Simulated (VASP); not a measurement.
# WAu (F-43m) in VASP: further runs

Aim: see how the results for WAu move with the level of theory and the settings. Levels: LDA, PBEsol. Tasks: single point.

Everything below comes from runs of VASP 6.6.1. Logs are shortened: lines on timing, memory, paths and dates and some standing lists are left out, and cuts for length are marked.

## 1. The cell of the first run

Symmetry: F-43m, No. 216, cubic system. The conventional cell has a = 5.496 Å, b = 5.496 Å, c = 5.496 Å, α = 90.00°, β = 90.00°, γ = 90.00°. W (site symmetry -43m) has 4 Au at 2.38 Å within 3.1 Å. Au (site symmetry -43m) has 4 W at 2.38 Å within 3.1 Å.

## 2. Single point, LDA

Input file INCAR:

```
  PREC = Accurate
  ENCUT = 520
  EDIFF = 1E-6
  ISMEAR = -1
  SIGMA = 0.05
  LREAL = False
  LASPH = True
  NELM = 100
  ALGO = Fast
  ISIF = 2
  LWAVE = False
  LCHARG = False
  NBANDS = 20
```

Input file KPOINTS:

```
regular mesh
0
Gamma
  8 8 8
```

Input file POSCAR:

```
WAu
1.0
    0.0000000000      2.7479792600      2.7479792600
    2.7479792600      0.0000000000      2.7479792600
    2.7479792600      2.7479792600      0.0000000000
W Au
1 1
Direct
    0.0000000000      0.0000000000      0.0000000000
    0.7500000000      0.7500000000      0.7500000000
```

Potentials or basis: VASP PAW LDA potentials, release 64 (W_sv, Au).

The run is started by

```console
cat potpaw_LDA.64/W_sv/POTCAR potpaw_LDA.64/Au/POTCAR > POTCAR
mpirun -np 1 vasp_std > vasp.out
```

OUTCAR:

```text
PREC = Accurate
   ENCUT = 520
   EDIFF = 1E-6
   ISMEAR = -1
   LREAL = False
   LASPH = True
   NELM = 100
   ISIF = 2

 ion  position               nearest neighbor table
   1  0.000  0.000  0.000-   2 2.38   2 2.38   2 2.38   2 2.38
   2  0.750  0.750  0.750-   1 2.38   1 2.38   1 2.38   1 2.38

  LATTYP: Found a face centered cubic cell.
 ALAT       =     5.4959585200

  Lattice vectors:

 A1 = (   0.0000000000,   2.7479792600,   2.7479792600)
 A2 = (   2.7479792600,   0.0000000000,   2.7479792600)
 A3 = (   2.7479792600,   2.7479792600,   0.0000000000)

Analysis of symmetry for initial positions (statically):
=====================================================================
 Subroutine PRICEL returns:
 Original cell was already a primitive cell.

 Routine SETGRP: Setting up the symmetry group for a
 face centered cubic supercell.

 Subroutine GETGRP returns: Found 24 space group operations
 (whereof 24 operations were pure point group operations)
 out of a pool of 48 trial point group operations.

The static configuration has the point symmetry T_d .

Analysis of symmetry for dynamics (positions and initial velocities):
=====================================================================
 Subroutine PRICEL returns:
 Original cell was already a primitive cell.

 Routine SETGRP: Setting up the symmetry group for a
 face centered cubic supercell.

 Subroutine GETGRP returns: Found 24 space group operations
 (whereof 24 operations were pure point group operations)
 out of a pool of 48 trial point group operations.

The dynamic configuration has the point symmetry T_d .

 Subroutine INISYM returns: Found 24 space group operations
 (whereof 24 operations are pure point group operations),
 and found     1 'primitive' translations

----------------------------------------------------------------------------------------

                                     Primitive cell

  volume of cell :      41.5021

  direct lattice vectors                    reciprocal lattice vectors
     0.000000000  2.747979260  2.747979260    -0.181951883  0.181951883  0.181951883
     2.747979260  0.000000000  2.747979260     0.181951883 -0.181951883  0.181951883
     2.747979260  2.747979260  0.000000000     0.181951883  0.181951883 -0.181951883

  length of vectors
     3.886229539  3.886229539  3.886229539     0.315149905  0.315149905  0.315149905

  position of ions in fractional coordinates (direct lattice)
     0.000000000  0.000000000  0.000000000
     0.750000000  0.750000000  0.750000000

  ion indices of the primitive-cell ions
   primitive index   ion index
                 1           1
                 2           2

----------------------------------------------------------------------------------------

 KPOINTS: regular mesh

Automatic generation of k-mesh.
 Grid dimensions read from file:
 generate k-points for:    8    8    8

 Generating k-lattice:

  Cartesian coordinates                     Fractional coordinates (reciprocal lattice)
    -0.022743985  0.022743985  0.022743985     0.125000000  0.000000000  0.000000000
     0.022743985 -0.022743985  0.022743985     0.000000000  0.125000000  0.000000000
     0.022743985  0.022743985 -0.022743985     0.000000000  0.000000000  0.125000000

  Length of vectors
     0.039393738  0.039393738  0.039393738

  Shift w.r.t. Gamma in fractional coordinates (k-lattice)
     0.000000000  0.000000000  0.000000000

 Subroutine IBZKPT returns following result:
 ===========================================

 Found     29 irreducible k-points:

 Following reciprocal coordinates:
            Coordinates               Weight
  0.000000  0.000000  0.000000      1.000000
  0.125000  0.000000  0.000000      8.000000
  0.250000  0.000000  0.000000      8.000000
  0.375000  0.000000  0.000000      8.000000
  0.500000  0.000000  0.000000      4.000000
  0.125000  0.125000  0.000000      6.000000
[... 16 lines left out ...]
  0.500000  0.250000  0.125000     48.000000
 -0.375000  0.250000  0.125000     24.000000
 [... further k-points ...]
   k-points           NKPTS =     29   k-points in BZ     NKDIM =     29   number of bands    NBANDS=     20
   number of dos      NEDOS =    301   number of ions     NIONS =      2
   total plane-waves  NPLWV =  27000
   dimension x,y,z NGX =    30 NGY =   30 NGZ =   30
   dimension x,y,z NGXF=    60 NGYF=   60 NGZF=   60
   ions per type =               1   1
   NGX,Y,Z   is equivalent  to a cutoff of  12.83, 12.83, 12.83 a.u.
   NGXF,Y,Z  is equivalent  to a cutoff of  25.67, 25.67, 25.67 a.u.
 SYSTEM =  unknown system
   PREC   = accura    normal or accurate (medium, high low for compatibility)
   ISTART =      0    job   : 0-new  1-cont  2-samecut
   ICHARG =      2    charge: 1-file 2-atom 10-const
   ISPIN  =      1    spin polarized calculation?
   LNONCOLLINEAR =      F non collinear calculations
   LSORBIT =      F    spin-orbit coupling
   LASPH  =      T    aspherical Exc in radial PAW
   ENCUT  =  520.0 eV  38.22 Ry    6.18 a.u.   7.23  7.23  7.23*2*pi/ulx,y,z
   NELM   =    100;   NELMIN=  2; NELMDL= -5     # of ELM steps
   EDIFF  = 0.1E-05   stopping-criterion for ELM
   LREAL  =      F    real-space projection
   EDIFFG = 0.1E-04   stopping-criterion for IOM
   NSW    =      0    number of steps for IOM
   IBRION =     -1    ionic relax: 0-MD 1-quasi-New 2-CG
   NFREE  =      0    steps in history (QN), initial steepest desc. (CG)
   ISIF   =      2    stress and relaxation
   ISYM   =      2    0-nonsym 1-usesym 2-fastsym
   POTIM  = 0.5000    time-step for ionic-motion
   TEBEG  =    0.0;   TEEND  =   0.0 temperature during run
   PSTRESS=    0.0 pullay stress
   NELECT =      25.0000    total number of electrons
   NUPDOWN=      -1.0000    fix difference up-down
   EMIN   =  10.00;   EMAX   =-10.00  energy-range for DOS
   EFERMI =   0.00;   METHOD = LEGACY
   ISMEAR =    -1;   SIGMA  =   0.05  broadening in eV -4-tet -1-fermi 0-gaus
   EFERMI_NEDOS =   21; number of points for ismear=-14 and -15
   IALGO  =     68    algorithm
   IMIX   =      4    mixing-type and parameters
     AMIX     =   0.40;   BMIX     =  1.00
     AMIX_MAG =   1.60;   BMIX_MAG =  1.00
  volume/ion in A,a.u.               =      20.75       140.04
  Fermi-wavevector in a.u.,A,eV,Ry     =   1.382605  2.612744 26.008842  1.911596
  Thomas-Fermi vector in A             =   2.507280
   LORBIT       =      0    0 simple, 1 ext, 2 COOP (PROOUT), +10 PAW based schemes
   GGA     = CA    functional components
   LHFCALC =     F    Hartree Fock is set to
   AEXX    =    0.0000 exact exchange contribution
   IVDW    =     0    specifies the selected vdW correction
   LEPSILON=     F    determine dielectric tensor
   LRPA    =     F    only Hartree local field effects (RPA)
 non-spin polarized calculation
 RMM-DIIS sequential band-by-band and
  energy-cutoff  :      520.00
  volume of cell :       41.50
 maximum number of plane-waves:      1139
 NGX is ok and might be reduce to    30
   NGX = 15   NGY = 15   NGZ = 15

 number of electron      25.0000000 magnetization

 Free energy of the ion-electron system (eV)
  ---------------------------------------------------
  ext. energy  EPLUGINS =         0.00000000
  ---------------------------------------------------
  free energy    TOTEN  =       -14.15522731 eV

  energy without entropy =      -14.13898842  energy(sigma->0) =      -14.14710786

 E-fermi :   7.4060     XC(G=0): -11.7797

 val. band max:        7.3743856088   @ k =  -0.3750   0.2500   0.1250
 cond. band min:       7.4623580187   @ k =   0.3750   0.2500   0.0000
 fundamental gap:      0.0879724099
 Fermi energy:         7.4060159830

 k-point     1 :       0.0000    0.0000    0.0000
  band No.  band energies     occupation
      1     -66.1949      2.00000
      2     -30.7464      2.00000
      3     -30.7464      2.00000
      4     -30.7464      2.00000
      5      -1.0702      2.00000
      6       0.7444      2.00000
[... 12 lines left out ...]
     19      19.2100      0.00000
     20      19.2548      0.00000

 k-point     2 :       0.1250    0.0000    0.0000
  band No.  band energies     occupation
      1     -66.1944      2.00000
      2     -30.7503      2.00000
      3     -30.7458      2.00000
      4     -30.7458      2.00000
      5      -0.7900      2.00000
      6       0.6510      2.00000
[... 12 lines left out ...]
     19      19.3233      0.00000
     20      19.4656      0.00000

 k-point     3 :       0.2500    0.0000    0.0000
  band No.  band energies     occupation
      1     -66.1933      2.00000
      2     -30.7598      2.00000
      3     -30.7443      2.00000
      4     -30.7443      2.00000
      5      -0.0986      2.00000
      6       0.6046      2.00000
[... 12 lines left out ...]
     19      18.2948      0.00000
     20      20.2291      0.00000

 k-point     4 :       0.3750    0.0000    0.0000
  band No.  band energies     occupation
      1     -66.1922      2.00000
      2     -30.7691      2.00000
      3     -30.7429      2.00000
      4     -30.7429      2.00000
      5       0.3348      2.00000
      6       0.7172      2.00000
[... 12 lines left out ...]
     19      17.0067      0.00000
     20      21.4474      0.00000

 k-point     5 :       0.5000    0.0000    0.0000
  band No.  band energies     occupation
      1     -66.1917      2.00000
      2     -30.7729      2.00000
      3     -30.7423      2.00000
      4     -30.7423      2.00000
      5       0.3682      2.00000
      6       0.9130      2.00000
[... 12 lines left out ...]
     19      16.5025      0.00000
     20      21.9375      0.00000

 k-point     6 :       0.1250    0.1250    0.0000
  band No.  band energies     occupation
      1     -66.1942      2.00000
      2     -30.7522      2.00000
      3     -30.7453      2.00000
      4     -30.7453      2.00000
      5      -0.6903      2.00000
      6       0.4577      2.00000
[... 12 lines left out ...]
     19      18.2363      0.00000
     20      19.3821      0.00000

 k-point     7 :       0.2500    0.1250    0.0000
  band No.  band energies     occupation
      1     -66.1933      2.00000
      2     -30.7595      2.00000
      3     -30.7446      2.00000
      4     -30.7440      2.00000
      5      -0.1135      2.00000
      6       0.3469      2.00000
[... 12 lines left out ...]
     19      17.7667      0.00000
     20      19.1875      0.00000
[... 277 lines left out ...]
 k-point    20 :      -0.3750    0.3750    0.0000
  band No.  band energies     occupation
      1     -66.1908      2.00000
      2     -30.7758      2.00000
      3     -30.7470      2.00000
      4     -30.7399      2.00000
      5       0.1029      2.00000
      6       0.5065      2.00000
[... 12 lines left out ...]
     19      18.3443      0.00000
     20      21.2876      0.00000

 k-point    21 :       0.5000    0.5000    0.0000
  band No.  band energies     occupation
      1     -66.1906      2.00000
      2     -30.7851      2.00000
      3     -30.7391      2.00000
      4     -30.7391      2.00000
      5       0.1869      2.00000
      6       0.4476      2.00000
[... 12 lines left out ...]
     19      17.8517      0.00000
     20      18.8678      0.00000

 k-point    22 :       0.3750    0.2500    0.1250
  band No.  band energies     occupation
      1     -66.1924      2.00000
      2     -30.7656      2.00000
      3     -30.7448      2.00000
      4     -30.7429      2.00000
      5       0.2166      2.00000
      6       0.4845      2.00000
[... 12 lines left out ...]
     19      18.0493      0.00000
     20      19.2783      0.00000

 k-point    23 :       0.5000    0.2500    0.1250
  band No.  band energies     occupation
      1     -66.1915      2.00000
      2     -30.7697      2.00000
      3     -30.7471      2.00000
      4     -30.7415      2.00000
      5       0.3014      2.00000
      6       0.4548      2.00000
[... 12 lines left out ...]
     19      18.0551      0.00000
     20      20.7417      0.00000

 k-point    24 :      -0.3750    0.2500    0.1250
  band No.  band energies     occupation
      1     -66.1912      2.00000
      2     -30.7709      2.00000
      3     -30.7485      2.00000
      4     -30.7410      2.00000
      5       0.2770      2.00000
      6       0.4890      2.00000
[... 12 lines left out ...]
     19      18.0039      0.00000
     20      21.8777      0.00000

 [... further k-points ...]
[... 5 lines left out ...]
  --------------------------------------------------------------------------------------
  -------------------------------------------------------------------------------------
  Total        6.1299574      6.1299574      6.1299574     -0.0000000      0.0000000      0.0000000
  in kB      236.6451969    236.6451969    236.6451969     -0.0000000      0.0000000      0.0000000
  external PRESSURE =     236.6451969 kB  Pullay stress =       0.0000000 kB

 VOLUME and BASIS-vectors are now :
 -----------------------------------------------------------------------------
  energy-cutoff  :      520.00
  volume of cell :       41.50
      direct lattice vectors                 reciprocal lattice vectors
     0.000000000  2.747979260  2.747979260    -0.181951883  0.181951883  0.181951883
     2.747979260  0.000000000  2.747979260     0.181951883 -0.181951883  0.181951883
     2.747979260  2.747979260  0.000000000     0.181951883  0.181951883 -0.181951883

 POSITION                                       TOTAL-FORCE (eV/Angst)
 -----------------------------------------------------------------------------------
      0.00000      0.00000      0.00000         0.000000      0.000000      0.000000
      4.12197      4.12197      4.12197        -0.000000     -0.000000     -0.000000
 -----------------------------------------------------------------------------------
    total drift:                                0.000001      0.000001      0.000001

  FREE ENERGIE OF THE ION-ELECTRON SYSTEM (eV)
  ---------------------------------------------------
  free  energy   TOTEN  =       -14.1552273075 eV

  energy  without entropy=      -14.1389884172  energy(sigma->0) =      -14.14710786
```

Run time: 47 s. Hardware: 1 thread of AMD EPYC 7R13, shared host; peak memory 0.13 GiB.

What came out:

```
Free energy            : -14.1552 eV
Pressure               : 23.7 GPa
Band gap on the k mesh : zero (an odd number of electrons rules out a gap without spin polarisation)
```

Caveat: the cell stands under pressure; spin-orbit coupling is left out, which moves the levels of the heavy elements.

## 3. Single point, PBEsol

Input file INCAR:

```
SYSTEM = WAu
PREC     = Accurate       ! precision mode
ENCUT    = 520            ! plane-wave cutoff, eV
EDIFF    = 1E-7           ! SCF threshold, eV
ISMEAR   = -1             ! smearing method
SIGMA    = 0.05           ! smearing width, eV
LREAL    = .FALSE.        ! projectors in reciprocal space
LASPH    = .TRUE.         ! aspherical terms in the spheres
NELM     = 80             ! most SCF steps
ALGO     = Fast           ! electronic algorithm
ISIF     = 2              ! what is computed and relaxed
LWAVE    = .FALSE.        ! write WAVECAR
LCHARG   = .FALSE.        ! write CHGCAR
GGA      = PS             ! functional
NBANDS   = 20             ! bands
```

Input file KPOINTS:

```
Automatic mesh
0
G
  8 8 8
  0 0 0
```

POSCAR is that of step 2.

Potentials or basis: VASP PAW PBE potentials, release 64 (W_sv, Au).

The run is started by

```console
cat potpaw_PBE.64/W_sv/POTCAR potpaw_PBE.64/Au/POTCAR > POTCAR
mpirun -np 1 vasp_std > vasp.out
```

It took 40 s on 1 thread of AMD EPYC 7R13, shared host; peak memory 0.15 GiB.

It converged, with:

| Quantity | Value |
| --- | --- |
| Free energy | -13.2265 eV |
| Pressure | 26.6 GPa |
| Band gap on the k mesh | zero (an odd number of electrons rules out a gap without spin polarisation) |

Levels at points of the mesh, in eV from the Fermi level:
```csv
k point,band 9,band 10,band 11,band 12,band 13,band 14,band 15,band 16,band 17,band 18
"(0.00, 0.00, 0.00)",-6.31,-6.31,-0.86,-0.86,-0.86,2.14,2.14,9.16,11.76,11.76
"(0.50, 0.00, 0.00)",-6.39,-5.60,-2.23,-0.21,-0.21,1.83,1.83,2.61,8.82,9.07
"(0.50, 0.50, 0.00)",-5.67,-4.24,-3.21,0.39,1.47,1.99,1.99,3.67,3.72,3.72
```

Caveat: the cell stands under pressure; the PAW data sets were made with another functional, which shifts forces and pressure a little; spin-orbit coupling is left out, which moves the levels of the heavy elements.

(Part 1 of 2 ends here.)
